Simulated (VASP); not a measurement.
# TiB2 (P6/mmm) in VASP: notebook, part 2 of 2

VASP 6.6.1.

### Step 4. Single point, PBE (equal xx and yy strain of +3 %)

Input file INCAR:

```
PREC = Accurate
ENCUT = 520
EDIFF = 1E-7
ISMEAR = -1
SIGMA = 0.08
LREAL = F
LASPH = T
NELM = 100
ALGO = Normal
ISIF = 2
LWAVE = F
LCHARG = F
GGA = PE
NBANDS = 16
```

Input file KPOINTS:

```
regular mesh
0
Gamma
  15 15 13
```

Input file POSCAR:

```
TiB2
1.0
    3.1200741476      0.0000000000      0.0000000000
   -1.5600370738      2.7020634736      0.0000000000
    0.0000000000      0.0000000000      3.2284000000
Ti B
1 2
Direct
    0.0000000000      0.0000000000      0.0000000000
    0.3333333333      0.6666666667      0.5000000000
    0.6666666667      0.3333333333      0.5000000000
```

Potentials or basis: VASP PAW PBE potentials, release 64 (Ti_sv, B).

Launch:

```console
cat potpaw_PBE.64/Ti_sv/POTCAR potpaw_PBE.64/B/POTCAR > POTCAR
mpirun -np 1 vasp_std > vasp.out
```

OUTCAR:

```text
PREC = Accurate
   ENCUT = 520
   EDIFF = 1E-7
   ISMEAR = -1
   LREAL = F
   LASPH = T
   NELM = 100
   ISIF = 2
   GGA = PE

 ion  position               nearest neighbor table
   1  0.000  0.000  0.000-   2 2.42   3 2.42   2 2.42   3 2.42   3 2.42   3 2.42   2 2.42   2 2.42
                             3 2.42   3 2.42   2 2.42   2 2.42
   2  0.333  0.667  0.500-   3 1.80   3 1.80   3 1.80   1 2.42   1 2.42   1 2.42   1 2.42   1 2.42
                             1 2.42
   3  0.667  0.333  0.500-   2 1.80   2 1.80   2 1.80   1 2.42   1 2.42   1 2.42   1 2.42   1 2.42
                             1 2.42

  LATTYP: Found a hexagonal cell.
 ALAT       =     3.1200741476
 C/A-ratio  =     1.0347189994

  Lattice vectors:

 A1 = (   3.1200741476,   0.0000000000,   0.0000000000)
 A2 = (  -1.5600370738,   2.7020634736,   0.0000000000)
 A3 = (   0.0000000000,   0.0000000000,   3.2284000000)

Analysis of symmetry for initial positions (statically):
=====================================================================
 Subroutine PRICEL returns:
 Original cell was already a primitive cell.

 Routine SETGRP: Setting up the symmetry group for a
 hexagonal supercell.

 Subroutine GETGRP returns: Found 24 space group operations
 (whereof 24 operations were pure point group operations)
 out of a pool of 24 trial point group operations.

The static configuration has the point symmetry D_6h.

Analysis of symmetry for dynamics (positions and initial velocities):
=====================================================================
 Subroutine PRICEL returns:
 Original cell was already a primitive cell.

 Routine SETGRP: Setting up the symmetry group for a
 hexagonal supercell.

 Subroutine GETGRP returns: Found 24 space group operations
 (whereof 24 operations were pure point group operations)
 out of a pool of 24 trial point group operations.

The dynamic configuration has the point symmetry D_6h.

 Subroutine INISYM returns: Found 24 space group operations
[... 119 lines left out ...]
     AMIX_MAG =   1.60;   BMIX_MAG =  1.00
  volume/ion in A,a.u.               =       9.07        61.22
  Fermi-wavevector in a.u.,A,eV,Ry     =   1.426318  2.695350 27.679466  2.034383
  Thomas-Fermi vector in A             =   2.546608
   LORBIT       =      0    0 simple, 1 ext, 2 COOP (PROOUT), +10 PAW based schemes
   GGA     = PE    functional components
   LHFCALC =     F    Hartree Fock is set to
   AEXX    =    0.0000 exact exchange contribution
   IVDW    =     0    specifies the selected vdW correction
   LEPSILON=     F    determine dielectric tensor
   LRPA    =     F    only Hartree local field effects (RPA)
 non-spin polarized calculation
  energy-cutoff  :      520.00
  volume of cell :       27.22
 maximum number of plane-waves:       748
 NGX is ok and might be reduce to    24
   NGX = 11   NGY = 11   NGZ = 13

 number of electron      18.0000003 magnetization

 Free energy of the ion-electron system (eV)
  ---------------------------------------------------
  ext. energy  EPLUGINS =         0.00000000
  ---------------------------------------------------
  free energy    TOTEN  =       -24.34403190 eV

  energy without entropy =      -24.33512415  energy(sigma->0) =      -24.33957803

 E-fermi :   9.3671     XC(G=0): -12.4936

 val. band max:        9.3491994933   @ k =   0.1333   0.1333   0.2308
 cond. band min:       9.3788210942   @ k =   0.0667   0.0000   0.2308
 fundamental gap:      0.0296216009
 Fermi energy:         9.3670975933

 k-point     1 :       0.0000    0.0000    0.0000
  band No.  band energies     occupation
      1     -47.6920      2.00000
      2     -24.0080      2.00000
      3     -23.7751      2.00000
      4     -23.7751      2.00000
      5      -3.7716      2.00000
      6       6.7093      2.00000
[... 433 lines left out ...]
      3     -23.9549      2.00000
      4     -23.9118      2.00000
      5       0.5325      2.00000
      6       0.7938      2.00000
[... 8 lines left out ...]
     15      17.8700      0.00000
     16      18.4451      0.00000

 [... further k-points ...]

------------------------ aborting loop because EDIFF is reached ----------------------------------------

  FORCE on cell =-STRESS in cart. coord.  units (eV):
  Direction    XX          YY          ZZ          XY          YZ          ZX
  --------------------------------------------------------------------------------------
  -------------------------------------------------------------------------------------
  Total       -3.0988063     -3.0988063     -0.9412280      0.0000000     -0.0000000      0.0000000
  in kB     -182.4135974   -182.4135974    -55.4061074      0.0000000     -0.0000000      0.0000000
  external PRESSURE =    -140.0777674 kB  Pullay stress =       0.0000000 kB

 VOLUME and BASIS-vectors are now :
 -----------------------------------------------------------------------------
  energy-cutoff  :      520.00
  volume of cell :       27.22
      direct lattice vectors                 reciprocal lattice vectors
     3.120074148  0.000000000  0.000000000     0.320505204  0.185043766  0.000000000
    -1.560037074  2.702063474  0.000000000     0.000000000  0.370087531  0.000000000
     0.000000000  0.000000000  3.228400000     0.000000000  0.000000000  0.309750960

 POSITION                                       TOTAL-FORCE (eV/Angst)
 -----------------------------------------------------------------------------------
      0.00000      0.00000      0.00000        -0.000000      0.000000      0.000000
     -0.00000      1.80138      1.61420         0.000000     -0.000000      0.000000
      1.56004      0.90069      1.61420        -0.000000      0.000000      0.000000
 -----------------------------------------------------------------------------------
    total drift:                               -0.000000      0.000000      0.000000

  FREE ENERGIE OF THE ION-ELECTRON SYSTEM (eV)
  ---------------------------------------------------
  free  energy   TOTEN  =       -24.3440319012 eV

  energy  without entropy=      -24.3351241540  energy(sigma->0) =      -24.33957803
```

OSZICAR:

```text
N       E                     dE             d eps       ncg     rms          rms(c)
DAV:   1     0.121364083454E+03    0.12136E+03   -0.89390E+03  6048   0.127E+03
DAV:   2    -0.219328733366E+02   -0.14330E+03   -0.13829E+03  6552   0.338E+02
DAV:   3    -0.290728160185E+02   -0.71399E+01   -0.70787E+01  8768   0.731E+01
DAV:   4    -0.292457153424E+02   -0.17290E+00   -0.17280E+00  7336   0.102E+01
DAV:   5    -0.292506430195E+02   -0.49277E-02   -0.49276E-02  8840   0.147E+00    0.156E+01
DAV:   6    -0.243874075287E+02    0.48632E+01   -0.21109E+01  8808   0.469E+01    0.366E+00
DAV:   7    -0.243487044891E+02    0.38703E-01   -0.11594E+00  6616   0.123E+01    0.302E+00
DAV:   8    -0.243493939606E+02   -0.68947E-03   -0.10816E-01 10336   0.282E+00    0.783E-01
DAV:   9    -0.243448486163E+02    0.45453E-02   -0.52935E-02  7696   0.278E+00    0.291E-01
DAV:  10    -0.243440068547E+02    0.84176E-03   -0.39197E-03  7544   0.725E-01    0.542E-02
DAV:  11    -0.243440697903E+02   -0.62936E-04   -0.64623E-04  8416   0.273E-01    0.600E-02
DAV:  12    -0.243440320099E+02    0.37780E-04   -0.15308E-04  7240   0.151E-01    0.136E-02
DAV:  13    -0.243440319672E+02    0.42670E-07   -0.71340E-06  8320   0.213E-02    0.290E-03
DAV:  14    -0.243440319012E+02    0.66057E-07   -0.37968E-07  7144   0.477E-03
   1 F= -.24344032E+02 E0= -.24339578E+02  d E =-.890775E-02
```

stdout:

```text
POSCAR found type information on POSCAR TiB
 POSCAR found :  2 types and       3 ions
 scaLAPACK will be used
 LDA part: xc-table for (Slater+PW92), standard interpolation
 POSCAR, INCAR and KPOINTS ok, starting setup
 FFT: planning ... GRIDC
 FFT: planning ... GRID_SOFT
 FFT: planning ... GRID
 WAVECAR not read
 entering main loop
```

Wall time 22 s (1 thread of Intel Xeon 6975P-C (Granite Rapids), shared host); peak memory 0.2 GiB.

What came out:

```
Free energy            : -24.3440 eV
Pressure               : -14.0 GPa
Band gap on the k mesh : zero (bands 9 and 10 overlap by 0.74 eV)
```

Levels at points of the mesh, in eV from the Fermi level:
```tsv
k point	band 5	band 6	band 7	band 8	band 9	band 10	band 11	band 12	band 13	band 14
(0.00, 0.00, 0.00)	-13.14	-2.66	-2.66	-1.97	-1.89	1.75	1.75	3.55	3.55	5.29
```

Caveat: the cell differs from its parent crystal (equal xx and yy strain of +3 %); the cell stands under tension.

### Step 5. Overview

| cell | gap on the mesh (eV) | pressure (GPa) |
| --- | --- | --- |
| a = 2.969, b = 2.969, c = 3.228 Å, angles 90.0, 90.0, 120.0°, 3 atoms | none | 12.5 |
| a = 3.059, b = 3.059, c = 3.228 Å, angles 90.0, 90.0, 120.0°, 3 atoms | none | -4.8 |
| a = 3.120, b = 3.120, c = 3.228 Å, angles 90.0, 90.0, 120.0°, 3 atoms | none | -14.0 |

Alike in all rows: task single point; level PBE; potentials or basis VASP PAW PBE potentials, release 64 (Ti_sv, B); no spin polarisation; k mesh 15 × 15 × 13; cutoff (eV) 520; smearing fermi-dirac 0.08 eV.

Caveats: the cell stands under tension (at least some runs); the cell stands under pressure (at least some runs).

Absolute energies hang on the potentials; compare differences alone.
